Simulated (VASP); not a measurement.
Input of a VASP 6.6.1 run:

The input POSCAR:

```
PbS
1.0
    0.0000000000      3.0768496565      3.0768496565
    3.0768496565      0.0000000000      3.0768496565
    3.0768496565      3.0768496565      0.0000000000
Pb S
1 1
Direct
    0.0000000000      0.0000000000      0.0000000000
    0.5000000000      0.5000000000      0.5000000000
```

The input INCAR.step1:

```
PREC = Accurate
ENCUT = 520
ISMEAR = -1
SIGMA = 0.02
LREAL = F
LASPH = T
NELM = 150
MAGMOM = 0 0 0 0 0 0
LSORBIT = T
GGA_COMPAT = F
NBANDS = 32
GGA = PE
ALGO = Normal
EDIFF = 1E-4
LWAVE = T
LCHARG = F
```

The input INCAR.step2:

```
PREC = Accurate
ENCUT = 520
EDIFF = 1E-6
ISMEAR = -1
SIGMA = 0.02
LREAL = F
LASPH = T
NELM = 150
ALGO = Normal
ISIF = 2
LWAVE = F
LCHARG = T
MAGMOM = 0 0 0 0 0 0
LORBIT = 11
LSORBIT = T
GGA_COMPAT = F
LORBMOM = T
METAGGA = R2SCAN
LMIXTAU = T
LVHAR = T
NBANDS = 32
ISTART = 1
```

Contents of KPOINTS:

```
regular mesh
0
Gamma
  8 8 8
```

Potentials or basis: VASP PAW PBE potentials, release 64 (Pb_d, S).

Run with:

```console
$ cat potpaw_PBE.64/Pb_d/POTCAR potpaw_PBE.64/S/POTCAR > POTCAR
$ cp INCAR.step1 INCAR
$ mpirun -np 1 vasp_ncl > vasp.out
$ cp INCAR.step2 INCAR
$ mpirun -np 1 vasp_ncl > vasp.out
```

Task: Predict the pressure.

Result: -4.4 GPa.

Task: Predict the net moment.

Result: 0.00 μB per cell.

Moments on the atoms (μB; x, y, z):
```
Pb  0.00 0.00 0.00
S   0.00 0.00 0.00
```

Caveat: the cell differs from its parent crystal (strain +3.0%); the cell stands under tension; the PAW data sets were made with another functional, which shifts forces and pressure a little.
